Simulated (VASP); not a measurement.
Write the native input for VASP 6.6.1 that does the following.

```yaml
Task: single point
Functional: PBE
Dispersion: D3(BJ)
Potentials_or_basis: VASP PAW PBE potentials, release 64 (P)
Cutoff: 520 eV
k_mesh: 8 × 6 × 1
Occupations: gaussian, width 0.05 eV
Spin: no spin polarisation
Dipole_correction: yes
Further_INCAR_settings: ALGO = Normal; EDIFF = 1e-07; NBANDS = 30
```

The structure of P lies in POSCAR:

```
P
1.0
    3.2961869629      0.0000000000      0.0000000000
    0.0000000000      4.4391557027      0.0000000000
    0.0000000000      0.0000000000     21.7461973615
P
8
Direct
    0.5000000000      0.9174951453      0.2069327306
    0.0000000000      0.5825048547      0.2069327306
    0.5000000000      0.0825048547      0.3045635322
    0.0000000000      0.4174951453      0.3045635322
    0.8750000000      0.0825048547      0.4751680723
    1.3750000000      0.4174951453      0.4751680723
    0.8750000000      0.9174951453      0.5727988740
    1.3750000000      0.5825048547      0.5727988740
```

This cell differs from its parent crystal: layers slid over each other.

These files were run (other wordings do the same):

INCAR

```
SYSTEM = P
ALGO = Normal
DIPOL = 0.5 0.5 0.390
EDIFF = 1E-7
ENCUT = 520
GGA = PE
IDIPOL = 3
ISIF = 2
ISMEAR = 0
IVDW = 12
LASPH = .TRUE.
LCHARG = .FALSE.
LDIPOL = .TRUE.
LREAL = .FALSE.
LWAVE = .FALSE.
NBANDS = 30
NELM = 100
PREC = Accurate
SIGMA = 0.05
```

KPOINTS

```
k-points
0
G
  8 6 1
  0 0 0
```

Potentials or basis: VASP PAW PBE potentials, release 64 (P).

Command:

```bash
$ cat potpaw_PBE.64/P/POTCAR > POTCAR
$ mpirun -np 1 vasp_std > vasp.out
```

It gave:

- Largest force: 0.061 eV/Å
- Band gap on the k mesh: 0.16 eV
- Dispersion energy per atom: -0.285 eV

Caveat: the cell differs from its parent crystal (layers slid over each other); semilocal functionals underestimate gaps, and a narrow one can read as zero.

It took 2.9 min on 1 thread of Intel(R) Xeon(R) 6975P-C (Granite Rapids) (shared host), peak memory 0.42 GiB.
